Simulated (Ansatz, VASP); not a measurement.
# Two plane-wave programs on RbCl

```
Rb Cl
1.0
     0.00000    3.30581    3.30581
     3.30581    0.00000    3.30581
     3.30581    3.30581    0.00000
Rb Cl
1 1
Cartesian
  0.0000 0.0000 0.0000
  3.3058 3.3058 3.3058
```

Alike in both runs: task single point; functional r2SCAN; k mesh 6 × 6 × 6; no spin polarisation.

|  | VASP | Ansatz |
| --- | --- | --- |
| version | VASP 6.6.1 | Ansatz 0.2.0 |
| potentials or method | VASP PAW PBE potentials, release 64 (Rb_sv, Cl) | plane waves, PAW |
| plane-wave cutoff (eV) | 550 | 500 |
| occupations | gaussian, width 0.01 eV | fixed |
| valence electrons in the cell | 16 | 16 |

```tsv
	VASP	Ansatz	Ansatz less VASP
gap on the k mesh at the Fermi level (eV)	5.56	5.56	-0.001
pressure (GPa)	0.0	0.0	-0.01
```

VASP's potentials were made for PBE, not for r2SCAN.
